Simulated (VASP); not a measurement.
# TiNb2As3 (P6/mmm) in VASP: further runs

TiNb2As3 is run at these levels: PBE; tasks: single point.

Program: VASP 6.6.1. These are calculated values, not measurements. Logs are shortened: lines on timing, memory, paths and dates and some standing lists are left out, and cuts for length are marked.

### 1 The cell of the first run

The structure is hexagonal, space group P6/mmm (No. 191). Conventional cell: a = 5.928 Å, b = 5.928 Å, c = 3.591 Å, α = 90.00°, β = 90.00°, γ = 120.00°. Ti (site symmetry 6/mmm) has 6 Nb at 3.42 Å and 12 As at 3.47 Å and 2 Ti at 3.59 Å within 4.5 Å. Within 3.3 Å of Nb (site symmetry -6m2) lie 6 As at 2.48 Å. Within 3.3 Å of As (site symmetry mmm) lie 4 Nb at 2.48 Å and 4 As at 2.96 Å.

### 2 Single point, PBE

File INCAR:

```
SYSTEM = TiNb2As3
PREC = Accurate
ENCUT = 500
EDIFF = 1E-6
ISMEAR = 0
SIGMA = 0.1
LREAL = .FALSE.
LASPH = .TRUE.
NELM = 120
ALGO = Normal
ISIF = 2
LWAVE = .FALSE.
LCHARG = .FALSE.
GGA = PE
NBANDS = 36
GGA_COMPAT = .FALSE.
```

File KPOINTS:

```
Automatic mesh
0
G
  3 3 6
  0 0 0
```

File POSCAR:

```
TiNb2As3
1.0
    5.9281982800      0.0000000000      0.0000000000
   -2.9640991400      5.1339703100      0.0000000000
    0.0000000000      0.0000000000      3.5914049200
Ti Nb As
1 2 3
Direct
    0.0000000000      0.0000000000      0.0000000000
    0.3333333300      0.6666666700      0.0000000000
    0.6666666700      0.3333333300      0.0000000000
    0.5000000000      0.0000000000      0.5000000000
    0.5000000000      0.5000000000      0.5000000000
    0.0000000000      0.5000000000      0.5000000000
```

Potentials or basis: VASP PAW PBE potentials, release 64 (Ti_sv, Nb_sv, As).

On the command line:

```
$ cat potpaw_PBE.64/Ti_sv/POTCAR potpaw_PBE.64/Nb_sv/POTCAR potpaw_PBE.64/As/POTCAR > POTCAR
$ mpirun -np 1 vasp_std > vasp.out
```

OUTCAR:

```text
SYSTEM = TiNb2As3
   PREC = Accurate
   ENCUT = 500
   EDIFF = 1E-6
   ISMEAR = 0
   LREAL = .FALSE.
   LASPH = .TRUE.
   NELM = 120
   ISIF = 2
   GGA = PE

 ion  position               nearest neighbor table
   1  0.000  0.000  0.000-
   2  0.333  0.667  0.000-   6 2.48   6 2.48   4 2.48   4 2.48   5 2.48   5 2.48
   3  0.667  0.333  0.000-   6 2.48   6 2.48   4 2.48   4 2.48   5 2.48   5 2.48
   4  0.500  0.000  0.500-   2 2.48   3 2.48   2 2.48   3 2.48
   5  0.500  0.500  0.500-   2 2.48   3 2.48   2 2.48   3 2.48
   6  0.000  0.500  0.500-   2 2.48   3 2.48   2 2.48   3 2.48

  LATTYP: Found a hexagonal cell.
 ALAT       =     5.9281982800
 C/A-ratio  =     0.6058172737

  Lattice vectors:

 A1 = (   5.9281982800,   0.0000000000,   0.0000000000)
 A2 = (  -2.9640991400,   5.1339703100,   0.0000000000)
 A3 = (   0.0000000000,   0.0000000000,   3.5914049200)

Analysis of symmetry for initial positions (statically):
=====================================================================
 Subroutine PRICEL returns:
 Original cell was already a primitive cell.

 Routine SETGRP: Setting up the symmetry group for a
 hexagonal supercell.

 Subroutine GETGRP returns: Found 24 space group operations
 (whereof 24 operations were pure point group operations)
 out of a pool of 24 trial point group operations.

The static configuration has the point symmetry D_6h.

Analysis of symmetry for dynamics (positions and initial velocities):
=====================================================================
 Subroutine PRICEL returns:
 Original cell was already a primitive cell.

 Routine SETGRP: Setting up the symmetry group for a
 hexagonal supercell.

 Subroutine GETGRP returns: Found 24 space group operations
 (whereof 24 operations were pure point group operations)
 out of a pool of 24 trial point group operations.

The dynamic configuration has the point symmetry D_6h.

 Subroutine INISYM returns: Found 24 space group operations
 (whereof 24 operations are pure point group operations),
 and found     1 'primitive' translations

----------------------------------------------------------------------------------------

                                     Primitive cell

  volume of cell :     109.3051

  direct lattice vectors                    reciprocal lattice vectors
     5.928198280  0.000000000  0.000000000     0.168685316  0.097390513  0.000000000
    -2.964099140  5.133970310  0.000000000     0.000000000  0.194781025  0.000000000
     0.000000000  0.000000000  3.591404920     0.000000000  0.000000000  0.278442566
[... 84 lines left out ...]
   NFREE  =      0    steps in history (QN), initial steepest desc. (CG)
   ISIF   =      2    stress and relaxation
   ISYM   =      2    0-nonsym 1-usesym 2-fastsym
   POTIM  = 0.5000    time-step for ionic-motion
   TEBEG  =    0.0;   TEEND  =   0.0 temperature during run
   PSTRESS=    0.0 pullay stress
   NELECT =      53.0000    total number of electrons
   NUPDOWN=      -1.0000    fix difference up-down
   EMIN   =  10.00;   EMAX   =-10.00  energy-range for DOS
   EFERMI =   0.00;   METHOD = LEGACY
   ISMEAR =     0;   SIGMA  =   0.10  broadening in eV -4-tet -1-fermi 0-gaus
   EFERMI_NEDOS =   21; number of points for ismear=-14 and -15
   IALGO  =     38    algorithm
   IMIX   =      4    mixing-type and parameters
     AMIX     =   0.40;   BMIX     =  1.00
     AMIX_MAG =   1.60;   BMIX_MAG =  1.00
  volume/ion in A,a.u.               =      18.22       122.94
  Fermi-wavevector in a.u.,A,eV,Ry     =   1.286135  2.430443 22.505994  1.654144
  Thomas-Fermi vector in A             =   2.418228
   LORBIT       =      0    0 simple, 1 ext, 2 COOP (PROOUT), +10 PAW based schemes
   GGA     = PE    functional components
   LHFCALC =     F    Hartree Fock is set to
   AEXX    =    0.0000 exact exchange contribution
   IVDW    =     0    specifies the selected vdW correction
   LEPSILON=     F    determine dielectric tensor
   LRPA    =     F    only Hartree local field effects (RPA)
 non-spin polarized calculation
 Gauss-broadening in eV      SIGMA  =   0.10
  energy-cutoff  :      500.00
  volume of cell :      109.31
 maximum number of plane-waves:      2803
 NGX is ok and might be reduce to    48
   NGX = 21   NGY = 21   NGZ = 13

 number of electron      53.0000008 magnetization

 Free energy of the ion-electron system (eV)
  ---------------------------------------------------
  ext. energy  EPLUGINS =         0.00000000
  ---------------------------------------------------
  free energy    TOTEN  =       -40.64863196 eV

  energy without entropy =      -40.59681095  energy(sigma->0) =      -40.62272145

 E-fermi :   8.9713     XC(G=0): -11.3153

 val. band max:        8.9700992724   @ k =   0.3333   0.0000   0.0000
 cond. band min:       8.9793699096   @ k =   0.3333   0.3333   0.0000
 fundamental gap:      0.0092706373
 Fermi energy:         8.9712757160

 k-point     1 :       0.0000    0.0000    0.0000
  band No.  band energies     occupation
      1     -48.5844      2.00000
      2     -46.3068      2.00000
      3     -46.2862      2.00000
      4     -24.8629      2.00000
      5     -24.8629      2.00000
      6     -24.7241      2.00000
[... 457 lines left out ...]
     35      10.7716      0.00000
     36      11.6061      0.00000

------------------------ aborting loop because EDIFF is reached ----------------------------------------

  FORCE on cell =-STRESS in cart. coord.  units (eV):
  Direction    XX          YY          ZZ          XY          YZ          ZX
  --------------------------------------------------------------------------------------
  -------------------------------------------------------------------------------------
  Total        7.2972646      7.2972646     15.6314951      0.0000000     -0.0000000      0.0000000
  in kB      106.9621765    106.9621766    229.1240378      0.0000000     -0.0000000      0.0000000
  external PRESSURE =     147.6827970 kB  Pullay stress =       0.0000000 kB

 VOLUME and BASIS-vectors are now :
 -----------------------------------------------------------------------------
  energy-cutoff  :      500.00
  volume of cell :      109.31
      direct lattice vectors                 reciprocal lattice vectors
     5.928198280  0.000000000  0.000000000     0.168685316  0.097390513  0.000000000
    -2.964099140  5.133970310  0.000000000     0.000000000  0.194781025  0.000000000
     0.000000000  0.000000000  3.591404920     0.000000000  0.000000000  0.278442566

 POSITION                                       TOTAL-FORCE (eV/Angst)
 -----------------------------------------------------------------------------------
      0.00000      0.00000      0.00000         0.000000      0.000000     -0.000000
     -0.00000      3.42265      0.00000         0.000000     -0.000000     -0.000000
      2.96410      1.71132      0.00000        -0.000000      0.000000      0.000000
      2.96410      0.00000      1.79570         0.000000      0.000000     -0.000000
      1.48205      2.56699      1.79570         0.000000      0.000000     -0.000000
     -1.48205      2.56699      1.79570         0.000000      0.000000     -0.000000
 -----------------------------------------------------------------------------------
    total drift:                               -0.000000      0.000000     -0.000000

  FREE ENERGIE OF THE ION-ELECTRON SYSTEM (eV)
  ---------------------------------------------------
  free  energy   TOTEN  =       -40.6486319556 eV

  energy  without entropy=      -40.5968109504  energy(sigma->0) =      -40.62272145
```

stdout:

```text
POSCAR found type information on POSCAR TiNbAs
 POSCAR found :  3 types and       6 ions
 scaLAPACK will be used
 LDA part: xc-table for (Slater+PW92), standard interpolation
 POSCAR, INCAR and KPOINTS ok, starting setup
 FFT: planning ... GRIDC
 FFT: planning ... GRID_SOFT
 FFT: planning ... GRID
 WAVECAR not read
 entering main loop
```

Wall time 65 s (1 thread of Intel Xeon 6975P-C, shared host); peak memory 0.26 GiB.

Results:

```yaml
Free_energy: -40.6486 eV
Pressure: 14.8 GPa
```

Levels at points of the mesh, in eV from the Fermi level:
| k point | band 23 | band 24 | band 25 | band 26 | band 27 | band 28 | band 29 | band 30 | band 31 | band 32 |
| --- | --- | --- | --- | --- | --- | --- | --- | --- | --- | --- |
| (0.00, 0.00, 0.00) | -0.91 | -0.59 | -0.59 | -0.58 | -0.58 | -0.13 | -0.13 | 0.80 | 0.80 | 1.14 |
| (0.00, 0.00, 0.50) | -1.46 | -0.86 | -0.86 | 0.07 | 0.07 | 0.07 | 1.13 | 1.45 | 1.51 | 1.92 |

Caveat: the k points lie up to 0.41 Å⁻¹ apart.

### 3 Single point, PBE

This run uses another cell than the first one, of 18.95 Å³/atom, 1.040 times its volume.

File INCAR:

```
  PREC = Accurate
  ENCUT = 500
  EDIFF = 1E-6
  ISMEAR = 0
  SIGMA = 0.1
  LREAL = False
  LASPH = True
  NELM = 120
  ALGO = Normal
  ISIF = 2
  LWAVE = False
  LCHARG = False
  GGA = PE
  NBANDS = 36
  GGA_COMPAT = False
```

File KPOINTS:

```
regular mesh
0
Gamma
  3 3 6
```

File POSCAR:

```
TiNb2As3
1.0
    5.6454797013      0.0000000000      0.0000000000
   -2.8227398507      4.8891288379      0.0000000000
    0.0000000000      0.0000000000      4.1184654529
Ti Nb As
1 2 3
Direct
    0.0000000000      0.0000000000      0.0000000000
    0.3333333333      0.6666666667      0.0000000000
    0.6666666667      0.3333333333      0.0000000000
    0.5000000000      0.0000000000      0.5000000000
    0.5000000000      0.5000000000      0.5000000000
    0.0000000000      0.5000000000      0.5000000000
```

Potentials or basis: VASP PAW PBE potentials, release 64 (Ti_sv, Nb_sv, As).

On the command line:

```
$ cat potpaw_PBE.64/Ti_sv/POTCAR potpaw_PBE.64/Nb_sv/POTCAR potpaw_PBE.64/As/POTCAR > POTCAR
$ mpirun -np 1 vasp_std > vasp.out
```

It took 58 s on 1 thread of Intel Xeon 6975P-C, shared host; peak memory 0.23 GiB.

Results (log left out):

| Property | Result |
| --- | --- |
| Free energy | -41.5982 eV |
| Pressure | 0.2 GPa |

Levels at points of the mesh, in eV from the Fermi level:
| k point | band 23 | band 24 | band 25 | band 26 | band 27 | band 28 | band 29 | band 30 |
| --- | --- | --- | --- | --- | --- | --- | --- | --- |
| (0.00, 0.00, 0.00) | -0.70 | -0.67 | -0.67 | -0.18 | -0.18 | 0.38 | 0.38 | 0.44 |
| (0.00, 0.00, 0.50) | -1.37 | -1.37 | -0.12 | 0.12 | 0.12 | 0.28 | 0.28 | 1.16 |

Caveat: the k points lie up to 0.43 Å⁻¹ apart.
